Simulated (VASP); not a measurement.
# BaS (Pm-3m) in VASP: further runs

BaS is run at these levels: HSE06, PBE-based screened hybrid; tasks: single point.

Everything below comes from runs of VASP 6.6.1. Logs are shortened: lines on timing, memory, paths and dates and some standing lists are left out, and cuts for length are marked.

## (1) The cell of the first run

It takes space group Pm-3m (No. 221, cubic). The conventional cell has a = 3.834 Å, b = 3.834 Å, c = 3.834 Å, α = 90.00°, β = 90.00°, γ = 90.00°. Within 4.4 Å of Ba (site symmetry m-3m) lie 8 S at 3.32 Å and 6 Ba at 3.83 Å. Within 4.4 Å of S (site symmetry m-3m) lie 8 Ba at 3.32 Å and 6 S at 3.83 Å.

## (2) Single point, HSE06

File POSCAR:

```
BaS
1.0
    3.8337582654      0.0000000000      0.0000000000
    0.0000000000      3.8337582654      0.0000000000
    0.0000000000      0.0000000000      3.8337582654
Ba S
1 1
Direct
    0.0000000000      0.0000000000      0.0000000000
    0.5000000000      0.5000000000      0.5000000000
```

File INCAR.step1:

```
ALGO = Normal
EDIFF = 1E-5
ENCUT = 520
GGA = PE
ISIF = 2
ISMEAR = 0
LASPH = T
LCHARG = F
LREAL = F
LWAVE = T
NBANDS = 15
NELM = 60
PREC = Accurate
SIGMA = 0.01
```

File INCAR.step2:

```
ALGO = Normal
EDIFF = 1E-6
ENCUT = 520
GGA = PE
HFSCREEN = 0.2079
ISIF = 2
ISMEAR = 0
ISTART = 1
LASPH = T
LCHARG = F
LHFCALC = T
LREAL = F
LWAVE = F
NBANDS = 15
NELM = 60
PREC = Accurate
PRECFOCK = Normal
SIGMA = 0.01
```

File KPOINTS:

```
k-points
0
Gamma
  4 4 4
```

Potentials or basis: VASP PAW PBE potentials, release 64 (Ba_sv, S).

Launch:

```sh
$ cat potpaw_PBE.64/Ba_sv/POTCAR potpaw_PBE.64/S/POTCAR > POTCAR
$ cp INCAR.step1 INCAR
$ mpirun -np 1 vasp_std > vasp.out
$ cp INCAR.step2 INCAR
$ mpirun -np 1 vasp_std > vasp.out
```

OUTCAR:

```text
EDIFF = 1E-6
   ENCUT = 520
   GGA = PE
   HFSCREEN = 0.2079
   ISIF = 2
   ISMEAR = 0
   ISTART = 1
   LASPH = T
   LHFCALC = T
   LREAL = F
   NELM = 60
   PREC = Accurate
   PRECFOCK = Normal

 ion  position               nearest neighbor table
   1  0.000  0.000  0.000-   2 3.32   2 3.32   2 3.32   2 3.32   2 3.32   2 3.32   2 3.32   2 3.32

   2  0.500  0.500  0.500-   1 3.32   1 3.32   1 3.32   1 3.32   1 3.32   1 3.32   1 3.32   1 3.32

  LATTYP: Found a simple cubic cell.
 ALAT       =     3.8337582654

  Lattice vectors:

 A1 = (   3.8337582654,   0.0000000000,   0.0000000000)
 A2 = (   0.0000000000,   3.8337582654,   0.0000000000)
 A3 = (   0.0000000000,   0.0000000000,   3.8337582654)

Analysis of symmetry for initial positions (statically):
=====================================================================
 Subroutine PRICEL returns:
 Original cell was already a primitive cell.

 Routine SETGRP: Setting up the symmetry group for a
 simple cubic supercell.

 Subroutine GETGRP returns: Found 48 space group operations
 (whereof 48 operations were pure point group operations)
 out of a pool of 48 trial point group operations.

The static configuration has the point symmetry O_h .

Analysis of symmetry for dynamics (positions and initial velocities):
=====================================================================
 Subroutine PRICEL returns:
 Original cell was already a primitive cell.

 Routine SETGRP: Setting up the symmetry group for a
 simple cubic supercell.

 Subroutine GETGRP returns: Found 48 space group operations
 (whereof 48 operations were pure point group operations)
 out of a pool of 48 trial point group operations.

The dynamic configuration has the point symmetry O_h .

 Subroutine INISYM returns: Found 48 space group operations
 (whereof 48 operations are pure point group operations),
 and found     1 'primitive' translations

----------------------------------------------------------------------------------------

                                     Primitive cell

  volume of cell :      56.3474

  direct lattice vectors                    reciprocal lattice vectors
     3.833758265  0.000000000  0.000000000     0.260840651  0.000000000  0.000000000
     0.000000000  3.833758265  0.000000000     0.000000000  0.260840651  0.000000000
     0.000000000  0.000000000  3.833758265     0.000000000  0.000000000  0.260840651

  length of vectors
     3.833758265  3.833758265  3.833758265     0.260840651  0.260840651  0.260840651

  position of ions in fractional coordinates (direct lattice)
     0.000000000  0.000000000  0.000000000
     0.500000000  0.500000000  0.500000000

  ion indices of the primitive-cell ions
   primitive index   ion index
                 1           1
                 2           2

----------------------------------------------------------------------------------------

 KPOINTS: k-points

Automatic generation of k-mesh.
 Grid dimensions read from file:
 generate k-points for:    4    4    4

 Generating k-lattice:

  Cartesian coordinates                     Fractional coordinates (reciprocal lattice)
     0.065210163  0.000000000  0.000000000     0.250000000  0.000000000  0.000000000
     0.000000000  0.065210163  0.000000000     0.000000000  0.250000000  0.000000000
     0.000000000  0.000000000  0.065210163     0.000000000  0.000000000  0.250000000

  Length of vectors
     0.065210163  0.065210163  0.065210163

  Shift w.r.t. Gamma in fractional coordinates (k-lattice)
     0.000000000  0.000000000  0.000000000

 Subroutine IBZKPT returns following result:
 ===========================================

 Found     10 irreducible k-points:

 Following reciprocal coordinates:
            Coordinates               Weight
  0.000000  0.000000  0.000000      1.000000
  0.250000  0.000000  0.000000      6.000000
  0.500000  0.000000  0.000000      3.000000
  0.250000  0.250000  0.000000     12.000000
  0.500000  0.250000  0.000000     12.000000
  0.500000  0.500000  0.000000      3.000000
  0.250000  0.250000  0.250000      8.000000
  0.500000  0.250000  0.250000     12.000000
  0.500000  0.500000  0.250000      6.000000
  0.500000  0.500000  0.500000      1.000000
   k-points           NKPTS =     10   k-points in BZ     NKDIM =     64   number of bands    NBANDS=     15
   number of dos      NEDOS =    301   number of ions     NIONS =      2
   total plane-waves  NPLWV =  27000
   dimension x,y,z NGX =    30 NGY =   30 NGZ =   30
   dimension x,y,z NGXF=    60 NGYF=   60 NGZF=   60
   ions per type =               1   1
   NGX,Y,Z   is equivalent  to a cutoff of  13.01, 13.01, 13.01 a.u.
   NGXF,Y,Z  is equivalent  to a cutoff of  26.02, 26.02, 26.02 a.u.
 SYSTEM =  unknown system
   PREC   = accura    normal or accurate (medium, high low for compatibility)
   ISTART =      1    job   : 0-new  1-cont  2-samecut
   ICHARG =      0    charge: 1-file 2-atom 10-const
   ISPIN  =      1    spin polarized calculation?
   LNONCOLLINEAR =      F non collinear calculations
   LSORBIT =      F    spin-orbit coupling
   LASPH  =      T    aspherical Exc in radial PAW
   ENCUT  =  520.0 eV  38.22 Ry    6.18 a.u.   7.13  7.13  7.13*2*pi/ulx,y,z
   NELM   =     60;   NELMIN=  2; NELMDL=  0     # of ELM steps
   EDIFF  = 0.1E-05   stopping-criterion for ELM
   LREAL  =      F    real-space projection
   EDIFFG = 0.1E-04   stopping-criterion for IOM
   NSW    =      0    number of steps for IOM
   IBRION =     -1    ionic relax: 0-MD 1-quasi-New 2-CG
   NFREE  =      0    steps in history (QN), initial steepest desc. (CG)
   ISIF   =      2    stress and relaxation
   ISYM   =      3    0-nonsym 1-usesym 2-fastsym
   POTIM  = 0.5000    time-step for ionic-motion
   TEBEG  =    0.0;   TEEND  =   0.0 temperature during run
   PSTRESS=    0.0 pullay stress
   NELECT =      16.0000    total number of electrons
   NUPDOWN=      -1.0000    fix difference up-down
   EMIN   =  10.00;   EMAX   =-10.00  energy-range for DOS
   EFERMI =   0.00;   METHOD = LEGACY
   ISMEAR =     0;   SIGMA  =   0.01  broadening in eV -4-tet -1-fermi 0-gaus
   EFERMI_NEDOS =   21; number of points for ismear=-14 and -15
   IALGO  =     38    algorithm
   IMIX   =      1    mixing-type and parameters
     AMIX     =   0.40;   BMIX     =  1.00
     AMIX_MAG =   1.60;   BMIX_MAG =  1.00
  volume/ion in A,a.u.               =      28.17       190.13
  Fermi-wavevector in a.u.,A,eV,Ry     =   1.076028  2.033397 15.753309  1.157836
  Thomas-Fermi vector in A             =   2.211901
   LORBIT       =      0    0 simple, 1 ext, 2 COOP (PROOUT), +10 PAW based schemes
   GGA     = PE    functional components
   LHFCALC =     T    Hartree Fock is set to
   PRECFOCK=normal    Normal, Fast or Accurate (Low or Medium for compatibility)
   ENCUT4O =  -1.0   cutoff for four orbital integrals eV
   NKREDX  =     1    reduce k-point grid by
   NKREDY  =     1    reduce k-point grid by
   NKREDZ  =     1    reduce k-point grid by
   AEXX    =    0.2500 exact exchange contribution
   HFSCREEN=    0.2079 screening length (either q_TF or 0.3 A-1)
   HFSCREENC=   0.2079 screening length for correlation (either q_TF or 0.3 A-1)
   ENCUTFOCK=  -1.0 apply spherical cutoff to Coloumb kernel
   IVDW    =     0    specifies the selected vdW correction
   LEPSILON=     F    determine dielectric tensor
   LRPA    =     F    only Hartree local field effects (RPA)
 non-spin polarized calculation
 Gauss-broadening in eV      SIGMA  =   0.01
  energy-cutoff  :      520.00
  volume of cell :       56.35
 maximum number of plane-waves:      1568
 NGX is ok and might be reduce to    30
  NGX = 24; NGY = 24; NGZ = 24

 number of electron      15.9999997 magnetization

 Free energy of the ion-electron system (eV)
  ---------------------------------------------------
  ext. energy  EPLUGINS =         0.00000000
  ---------------------------------------------------
  free energy    TOTEN  =       -11.09751053 eV

  energy without entropy =      -11.09751053  energy(sigma->0) =      -11.09751053

 E-fermi :   2.5588     XC(G=0):  -7.8223

 val. band max:        2.4409285583   @ k =   0.5000   0.5000   0.0000
 cond. band min:       4.7777071219   @ k =   0.0000   0.0000   0.0000
 fundamental gap:      2.3367785636
 Fermi energy:         2.5587581320

 k-point     1 :       0.0000    0.0000    0.0000
  band No.  band energies     occupation
      1     -26.5474      2.00000
      2     -10.2695      2.00000
      3     -10.2695      2.00000
      4     -10.2695      2.00000
      5      -9.7776      2.00000
      6       2.3137      2.00000
      7       2.3137      2.00000
      8       2.3137      2.00000
      9       4.7777      0.00000
     10       4.7777      0.00000
     11       7.3099      0.00000
     12      10.1765      0.00000
     13      10.1765      0.00000
     14      10.1765      0.00000
     15      14.6263      0.00000

 k-point     2 :       0.2500    0.0000    0.0000
  band No.  band energies     occupation
      1     -26.4972      2.00000
      2     -11.3659      2.00000
      3     -10.2008      2.00000
      4     -10.2008      2.00000
      5      -8.8209      2.00000
      6       0.5105      2.00000
      7       1.9910      2.00000
      8       1.9910      2.00000
      9       5.2450      0.00000
     10       6.9012      0.00000
     11       9.1192      0.00000
     12      10.2517      0.00000
     13      10.2517      0.00000
     14      10.5432      0.00000
     15      11.7547      0.00000
[... 113 lines left out ...]
      3     -11.0399      2.00000
      4     -10.4942      2.00000
      5      -9.1090      2.00000
      6       0.1074      2.00000
      7       0.1074      2.00000
      8       0.6214      2.00000
      9       7.5967      0.00000
     10       8.9333      0.00000
     11       8.9333      0.00000
     12       9.1926      0.00000
     13      12.7810      0.00000
     14      13.6425      0.00000
     15      13.6425      0.00000

 k-point    10 :       0.5000    0.5000    0.5000
  band No.  band energies     occupation
      1     -26.2663      2.00000
      2     -10.9172      2.00000
      3     -10.9172      2.00000
      4     -10.9172      2.00000
      5      -8.8838      2.00000
      6      -0.5778      2.00000
      7      -0.5778      2.00000
      8      -0.5778      2.00000
      9      11.0716      0.00000
     10      11.0716      0.00000
     11      11.0716      0.00000
     12      11.3057      0.00000
     13      11.3057      0.00000
     14      11.3058      0.00000
     15      12.9089      0.00000

------------------------ aborting loop because EDIFF is reached ----------------------------------------

  FORCE on cell =-STRESS in cart. coord.  units (eV):
  Direction    XX          YY          ZZ          XY          YZ          ZX
  --------------------------------------------------------------------------------------
  -------------------------------------------------------------------------------------
  Total        0.1631178      0.1631178      0.1631178      0.0000000      0.0000000     -0.0000000
  in kB        4.6380755      4.6380755      4.6380755      0.0000000      0.0000000     -0.0000000
  external PRESSURE =       4.6380755 kB  Pullay stress =       0.0000000 kB

 VOLUME and BASIS-vectors are now :
 -----------------------------------------------------------------------------
  energy-cutoff  :      520.00
  volume of cell :       56.35
      direct lattice vectors                 reciprocal lattice vectors
     3.833758265  0.000000000  0.000000000     0.260840651  0.000000000  0.000000000
     0.000000000  3.833758265  0.000000000     0.000000000  0.260840651  0.000000000
     0.000000000  0.000000000  3.833758265     0.000000000  0.000000000  0.260840651

 POSITION                                       TOTAL-FORCE (eV/Angst)
 -----------------------------------------------------------------------------------
      0.00000      0.00000      0.00000         0.000000      0.000000      0.000000
      1.91688      1.91688      1.91688         0.000000      0.000000      0.000000
 -----------------------------------------------------------------------------------
    total drift:                                0.000000      0.000000      0.000000

  FREE ENERGIE OF THE ION-ELECTRON SYSTEM (eV)
  ---------------------------------------------------
  free  energy   TOTEN  =       -11.0975105335 eV

  energy  without entropy=      -11.0975105335  energy(sigma->0) =      -11.09751053
```

Run time: 4 min. Hardware: 1 thread of Intel Xeon Platinum 8488C (Sapphire Rapids), shared host; peak memory 0.27 GiB.

Results:

| Item | Value |
| --- | --- |
| Free energy | -11.0975 eV |
| Pressure | 0.5 GPa |
| Band gap on the k mesh | 2.34 eV, indirect (least direct gap 2.46 eV) |

Caveat: the PAW data sets were made with another functional, which shifts forces and pressure a little; spin-orbit coupling is left out, which moves the levels of the heavy elements. A k mesh can miss the band edges.

## (3) Single point, PBE-based screened hybrid

POSCAR is that of step 2.

File INCAR.step1:

```
PREC = Accurate
ENCUT = 520
EDIFF = 1E-5
ISMEAR = 0
SIGMA = 0.01
LREAL = F
LASPH = T
NELM = 100
ALGO = Normal
ISIF = 2
LWAVE = T
NBANDS = 15
GGA = PE
```

File INCAR.step2:

```
PREC = Accurate
ENCUT = 520
EDIFF = 1E-6
ISMEAR = 0
SIGMA = 0.01
LREAL = F
LASPH = T
NELM = 100
ALGO = Normal
ISIF = 2
LWAVE = F
LCHARG = T
GGA = PE
LHFCALC = T
AEXX = 0.5
HFSCREEN = 0.2078
PRECFOCK = Normal
LELF = T
LVHAR = T
NBANDS = 15
ISTART = 1
```

File KPOINTS:

```
Automatic mesh
0
Gamma
  4 4 4
```

Potentials or basis: VASP PAW PBE potentials, release 64 (Ba_sv, S).

Launch:

```sh
$ cat potpaw_PBE.64/Ba_sv/POTCAR potpaw_PBE.64/S/POTCAR > POTCAR
$ cp INCAR.step1 INCAR
$ mpirun -np 1 vasp_std > vasp.out
$ cp INCAR.step2 INCAR
$ mpirun -np 1 vasp_std > vasp.out
```

It took 5 min on 1 thread of Intel Xeon Platinum 8488C (Sapphire Rapids), shared host; peak memory 0.27 GiB.

Results (log left out):

| Property | Result |
| --- | --- |
| Free energy | -12.5295 eV |
| Pressure | -0.3 GPa |
| Band gap on the k mesh | 3.31 eV, indirect (least direct gap 3.45 eV) |

Levels at points of the mesh, in eV from the valence-band top:
```
           k point  band 6  band 7  band 8  band 9  band 10  band 11
(0.00, 0.00, 0.00)   -0.14   -0.14   -0.14    3.31     3.31     5.96
(0.50, 0.00, 0.00)   -3.37   -0.80   -0.80    4.58     8.49     8.55
(0.50, 0.50, 0.00)   -1.66   -1.66    0.00    4.15     5.38     6.45
(0.50, 0.50, 0.50)   -3.23   -3.23   -3.23    9.98     9.98     9.98
```

Caveat: the PAW data sets were made with another functional, which shifts forces and pressure a little; spin-orbit coupling is left out, which moves the levels of the heavy elements. A k mesh can miss the band edges.
